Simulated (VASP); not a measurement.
A run of VASP 6.6.1 is set up as follows.

INCAR

```
  PREC = Accurate
  ENCUT = 520
  EDIFF = 1E-6
  ISMEAR = 0
  SIGMA = 0.1
  LREAL = F
  LASPH = T
  NELM = 100
  ALGO = Normal
  ISIF = 2
  LWAVE = F
  LCHARG = T
  GGA = PE
  LELF = T
  LVHAR = T
  NBANDS = 20
```

File KPOINTS:

```
Automatic mesh
0
Gamma
  18 18 10
```

Contents of POSCAR:

```
Ta2N
1.0
    3.1011400584      0.0000000000      0.0000000000
   -1.5505700292      2.6856660713      0.0000000000
    0.0000000000      0.0000000000      4.8818900414
Ta N
2 1
Direct
    0.6666666667      0.3333333333      0.7449050326
    0.3333333333      0.6666666667      0.2550949674
    0.0000000000      0.0000000000      0.0000000000
```

Potentials or basis: VASP PAW PBE potentials, release 64 (Ta_pv, N).

Run with:

```console
$ cat potpaw_PBE.64/Ta_pv/POTCAR potpaw_PBE.64/N/POTCAR > POTCAR
$ mpirun -np 1 vasp_std > vasp.out
```

Predict the band gap on the k mesh.

zero (an odd number of electrons rules out a gap without spin polarisation).

Estimate the largest force.

0.045 eV/Å.

Forces on the atoms (eV/Å):
```
Ta   0.000  0.000 -0.045
Ta   0.000  0.000  0.045
N    0.000  0.000  0.000
```

Caveat: spin-orbit coupling is left out, which moves the levels of the heavy elements.
